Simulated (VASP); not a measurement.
# KF (Fm-3m) in VASP: a series of runs, part 2 of 2

VASP 6.6.1. The steps go on from the part before.

### 4 Single point, r2SCAN

Contents of POSCAR:

```
KF
1.0
    0.0000000000      2.6589605792      2.6589605792
    2.6589605792      0.0000000000      2.6589605792
    2.6589605792      2.6589605792      0.0000000000
K F
1 1
Direct
    0.0000000000      0.0000000000      0.0000000000
    0.5000000000      0.5000000000      0.5000000000
```

Contents of INCAR.step1:

```
SYSTEM = KF
ALGO     = Normal         ! electronic algorithm
EDIFF    = 1E-4           ! SCF threshold, eV
ENCUT    = 520            ! plane-wave cutoff, eV
GGA      = PE             ! functional
ISMEAR   = -1             ! smearing method
LASPH    = .TRUE.         ! aspherical terms in the spheres
LCHARG   = .FALSE.        ! write CHGCAR
LREAL    = .FALSE.        ! projectors in reciprocal space
LWAVE    = .TRUE.         ! write WAVECAR
NBANDS   = 15             ! bands
NELM     = 100            ! most SCF steps
PREC     = Accurate       ! precision mode
SIGMA    = 0.05           ! smearing width, eV
```

Contents of INCAR.step2:

```
SYSTEM = KF
ALGO     = Normal         ! electronic algorithm
EDIFF    = 1E-6           ! SCF threshold, eV
ENCUT    = 520            ! plane-wave cutoff, eV
ISIF     = 2              ! what is computed and relaxed
ISMEAR   = -1             ! smearing method
ISTART   = 1            
LASPH    = .TRUE.         ! aspherical terms in the spheres
LCHARG   = .FALSE.        ! write CHGCAR
LMIXTAU  = .TRUE.       
LREAL    = .FALSE.        ! projectors in reciprocal space
LWAVE    = .FALSE.        ! write WAVECAR
METAGGA  = R2SCAN         ! meta-GGA
NBANDS   = 15             ! bands
NELM     = 100            ! most SCF steps
PREC     = Accurate       ! precision mode
SIGMA    = 0.05           ! smearing width, eV
```

Contents of KPOINTS:

```
k-points
0
G
  6 6 6
  0 0 0
```

Potentials or basis: VASP PAW PBE potentials, release 64 (K_sv, F).

Started as:

```console
> cat potpaw_PBE.64/K_sv/POTCAR potpaw_PBE.64/F/POTCAR > POTCAR
> cp INCAR.step1 INCAR
> mpirun -np 1 vasp_std > vasp.out
> cp INCAR.step2 INCAR
> mpirun -np 1 vasp_std > vasp.out
```

OUTCAR:

```text
SYSTEM = KF
   EDIFF = 1E-6
   ENCUT = 520
   ISIF = 2
   ISMEAR = -1
   ISTART = 1
   LASPH = .TRUE.
   LREAL = .FALSE.
   METAGGA = R2SCAN
   NELM = 100
   PREC = Accurate

 ion  position               nearest neighbor table
   1  0.000  0.000  0.000-   2 2.66   2 2.66   2 2.66   2 2.66   2 2.66   2 2.66
   2  0.500  0.500  0.500-   1 2.66   1 2.66   1 2.66   1 2.66   1 2.66   1 2.66

  LATTYP: Found a face centered cubic cell.
 ALAT       =     5.3179211584

  Lattice vectors:

[... 464 lines left out ...]

  FORCE on cell =-STRESS in cart. coord.  units (eV):
  Direction    XX          YY          ZZ          XY          YZ          ZX
  --------------------------------------------------------------------------------------
  -------------------------------------------------------------------------------------
  Total       -0.0076873     -0.0076873     -0.0076873     -0.0000000      0.0000000     -0.0000000
  in kB       -0.3275830     -0.3275830     -0.3275830     -0.0000000      0.0000000     -0.0000000
  external PRESSURE =      -0.3275830 kB  Pullay stress =       0.0000000 kB

 VOLUME and BASIS-vectors are now :
 -----------------------------------------------------------------------------
  energy-cutoff  :      520.00
  volume of cell :       37.60
      direct lattice vectors                 reciprocal lattice vectors
     0.000000000  2.658960579  2.658960579    -0.188043405  0.188043405  0.188043405
     2.658960579  0.000000000  2.658960579     0.188043405 -0.188043405  0.188043405
     2.658960579  2.658960579  0.000000000     0.188043405  0.188043405 -0.188043405

 POSITION                                       TOTAL-FORCE (eV/Angst)
 -----------------------------------------------------------------------------------
      0.00000      0.00000      0.00000         0.000000      0.000000     -0.000000
      2.65896      2.65896      2.65896         0.000000      0.000000      0.000000
 -----------------------------------------------------------------------------------
    total drift:                                0.000000      0.000000      0.000000

  FREE ENERGIE OF THE ION-ELECTRON SYSTEM (eV)
  ---------------------------------------------------
  free  energy   TOTEN  =       -14.9729104414 eV

  energy  without entropy=      -14.9729104414  energy(sigma->0) =      -14.97291044
```

OSZICAR.step1:

```text
N       E                     dE             d eps       ncg     rms          rms(c)
DAV:   1     0.106501862376E+03    0.10650E+03   -0.81300E+03   480   0.103E+03
DAV:   2    -0.526838819963E+01   -0.11177E+03   -0.10376E+03   641   0.282E+02
DAV:   3    -0.944567049239E+01   -0.41773E+01   -0.41625E+01   614   0.480E+01
DAV:   4    -0.954252367255E+01   -0.96853E-01   -0.96842E-01   697   0.701E+00
DAV:   5    -0.954317697200E+01   -0.65330E-03   -0.65330E-03   601   0.593E-01    0.635E+00
DAV:   6    -0.831346217713E+01    0.12297E+01   -0.34955E+00   508   0.149E+01    0.410E+00
DAV:   7    -0.828505493898E+01    0.28407E-01   -0.66212E-02   585   0.222E+00    0.231E+00
DAV:   8    -0.828137982440E+01    0.36751E-02   -0.50432E-02   515   0.223E+00    0.192E-01
DAV:   9    -0.828290872086E+01   -0.15289E-02   -0.37978E-03   620   0.513E-01    0.124E-01
DAV:  10    -0.828346125483E+01   -0.55253E-03   -0.45801E-04   515   0.186E-01    0.608E-02
DAV:  11    -0.828358952142E+01   -0.12827E-03   -0.12835E-04   500   0.950E-02    0.197E-02
DAV:  12    -0.828358843543E+01    0.10860E-05   -0.11052E-05   387   0.354E-02
   1 F= -.82835884E+01 E0= -.82835884E+01  d E =-.608212E-11
```

It took 40 s on 1 thread of Intel Xeon Platinum 8259CL at 2.50GHz (Skylake/Cascade Lake), shared host; peak memory 0.16 GiB.

What came out:

| Item | Value |
| --- | --- |
| Free energy | -14.9729 eV |
| Pressure | 0.0 GPa |
| Band gap on the k mesh | 6.91 eV |

Levels at points of the mesh, in eV from the valence-band top:
| k point | band 6 | band 7 | band 8 | band 9 | band 10 | band 11 |
| --- | --- | --- | --- | --- | --- | --- |
| (0.00, 0.00, 0.00) | 0.00 | 0.00 | 0.00 | 6.91 | 11.49 | 11.49 |
| (0.50, 0.00, 0.00) | -0.78 | -0.35 | -0.35 | 9.74 | 11.36 | 12.99 |
| (0.50, 0.50, 0.00) | -0.20 | -0.05 | -0.05 | 8.78 | 11.31 | 12.54 |

Caveat: the PAW data sets were made with another functional, which shifts forces and pressure a little.

### 5 Single point, r2SCAN

POSCAR is that of step 4.

Contents of INCAR.step1:

```
PREC = Accurate ; ENCUT = 520
ISMEAR = -1 ; SIGMA = 0.2
LREAL = F ; LASPH = T
NELM = 60 ; NBANDS = 15
GGA = PE ; ALGO = Normal
EDIFF = 1E-4 ; LWAVE = T
LCHARG = F
```

Contents of INCAR.step2:

```
PREC = Accurate ; ENCUT = 520
EDIFF = 1E-7 ; ISMEAR = -1
SIGMA = 0.2 ; LREAL = F
LASPH = T ; NELM = 60
ALGO = Normal ; ISIF = 2
LWAVE = F ; LCHARG = F
METAGGA = R2SCAN ; LMIXTAU = T
NBANDS = 15 ; ISTART = 1
```

Contents of KPOINTS:

```
regular mesh
0
Gamma
  6 6 6
```

Started as:

```console
> cat potpaw_PBE.64/K_sv/POTCAR potpaw_PBE.64/F/POTCAR > POTCAR
> cp INCAR.step1 INCAR
> mpirun -np 1 vasp_std > vasp.out
> cp INCAR.step2 INCAR
> mpirun -np 1 vasp_std > vasp.out
```

Run time: 46 s. Hardware: 1 thread of Intel Xeon Platinum 8259CL at 2.50GHz (Skylake/Cascade Lake), shared host; peak memory 0.16 GiB.

Results (log left out):

```yaml
Free_energy: -14.9729 eV
Pressure: 0.0 GPa
Band_gap_on_the_k_mesh: 6.91 eV
```

Levels at points of the mesh, in eV from the valence-band top:
```tsv
k point	band 5	band 6	band 7	band 8	band 9	band 10	band 11	band 12
(0.00, 0.00, 0.00)	-9.56	0.00	0.00	0.00	6.91	11.49	11.49	11.49
(0.50, 0.00, 0.00)	-9.59	-0.78	-0.35	-0.35	9.74	11.36	12.99	12.99
(0.50, 0.50, 0.00)	-9.78	-0.20	-0.05	-0.05	8.78	11.31	12.54	14.71
```

Caveat: the PAW data sets were made with another functional, which shifts forces and pressure a little.

### 6 Single point, r2SCAN

POSCAR is that of step 5.

Contents of INCAR.step1:

```
SYSTEM = KF
PREC = Accurate ; ENCUT = 520
ISMEAR = 0 ; SIGMA = 0.01
LREAL = .FALSE. ; LASPH = .TRUE.
NELM = 100 ; ISYM = 0
NBANDS = 15 ; GGA = PE
ALGO = Normal ; EDIFF = 1E-4
LWAVE = .TRUE. ; LCHARG = .FALSE.
```

Contents of INCAR.step2:

```
SYSTEM = KF
PREC = Accurate ; ENCUT = 520
EDIFF = 1E-6 ; ISMEAR = 0
SIGMA = 0.01 ; LREAL = .FALSE.
LASPH = .TRUE. ; NELM = 100
ALGO = Normal ; ISIF = 2
LWAVE = .FALSE. ; LCHARG = .FALSE.
METAGGA = R2SCAN ; LMIXTAU = .TRUE.
ISYM = 0 ; NBANDS = 15
ISTART = 1
```

Contents of KPOINTS:

```
Automatic mesh
0
Gamma
  6 6 6
  0 0 0.5
```

Potentials or basis: VASP PAW PBE potentials, release 64 (K_sv, F).

Started as:

```console
> cat potpaw_PBE.64/K_sv/POTCAR potpaw_PBE.64/F/POTCAR > POTCAR
> cp INCAR.step1 INCAR
> mpirun -np 1 vasp_std > vasp.out
> cp INCAR.step2 INCAR
> mpirun -np 1 vasp_std > vasp.out
```

Wall time 11 min (1 thread of Intel Xeon Platinum 8259CL at 2.50GHz (Skylake/Cascade Lake), shared host); peak memory 0.34 GiB.

It converged, with:

* Free energy: -14.9730 eV
* Pressure: 0.0 GPa
* Band gap on the k mesh: 7.13 eV

Levels at points of the mesh, in eV from the valence-band top:
| k point | band 6 | band 7 | band 8 | band 9 | band 10 | band 11 |
| --- | --- | --- | --- | --- | --- | --- |
| (0.00, 0.00, 0.08) | -0.04 | 0.00 | 0.00 | 7.13 | 11.37 | 11.62 |

Caveat: the PAW data sets were made with another functional, which shifts forces and pressure a little; a shifted mesh leaves out Γ, where band edges can lie. A k mesh can miss the band edges.

### 7 Summary

| k mesh | smearing | gap on the mesh (eV) | pressure (GPa) |
| --- | --- | --- | --- |
| 6 × 6 × 6 | gaussian 0.01 eV | 6.91 | 0.0 |
| 6 × 6 × 6 | gaussian 0.5 eV | 6.91 | 0.0 |
| 6 × 6 × 6 | fermi-dirac 0.05 eV | 6.91 | 0.0 |
| 6 × 6 × 6 | fermi-dirac 0.2 eV | 6.91 | 0.0 |
| 6 × 6 × 6, shifted | gaussian 0.01 eV | 7.13 | 0.0 |

Alike in all rows: task single point; level r2SCAN; potentials or basis VASP PAW PBE potentials, release 64 (K_sv, F); no spin polarisation; cell as given; cutoff (eV) 520.

Caveats: the PAW data sets were made with another functional, which shifts forces and pressure a little; so wide a smearing shifts energies and pressures (at least some runs); a shifted mesh leaves out Γ, where band edges can lie (at least some runs).

Absolute energies hang on the potentials; compare differences alone.
